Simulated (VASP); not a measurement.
Wanted: the native input for a VASP 6.6.1 run.

| Property | Result |
| --- | --- |
| Task | single point |
| Functional | PBEsol |
| Potentials or basis | VASP PAW PBE potentials, release 64 (Be, S) |
| Cutoff | 520 eV |
| k mesh | 10 × 10 × 10 |
| Occupations | gaussian, width 0.05 eV |
| Spin | no spin polarisation |
| Dipole correction | no |
| Further INCAR settings | ALGO = Normal; EDIFF = 1e-06; NBANDS = 11 |

The structure of BeS lies in POSCAR:

```
BeS
1.0
    0.0000000000      2.4674253421      2.2772730430
    2.2772730430      0.0000000000      2.2772730430
    2.2772730430      2.4674253421      0.0000000000
Be S
1 1
Direct
    0.0000000000      0.0000000000      0.0000000000
    0.7500000000      0.7500000000      0.7500000000
```

This cell differs from its parent crystal: volume 12.796 Å^3 an atom, c/a of the conventional cell 1.0835.

These files were run (other wordings do the same):

INCAR

```
PREC = Accurate ; ENCUT = 520
EDIFF = 1E-6 ; ISMEAR = 0
SIGMA = 0.05 ; LREAL = False
LASPH = True ; NELM = 80
ALGO = Normal ; ISIF = 2
LWAVE = False ; LCHARG = False
GGA = PS ; NBANDS = 11
```

KPOINTS

```
Automatic mesh
0
Gamma
  10 10 10
```

Potentials or basis: VASP PAW PBE potentials, release 64 (Be, S).

Launch:

```bash
$ cat potpaw_PBE.64/Be/POTCAR potpaw_PBE.64/S/POTCAR > POTCAR
$ mpirun -np 1 vasp_std > vasp.out
```

Results of the run:

* Pressure: 11.9 GPa
* Band gap on the k mesh: 2.26 eV, indirect (least direct gap 5.37 eV)

Caveat: the PAW data sets were made with another functional, which shifts forces and pressure a little.

Run time: 15 s on 1 thread of Intel(R) Xeon(R) 6975P-C (Granite Rapids), with other jobs on the host, peak memory 0.16 GiB.
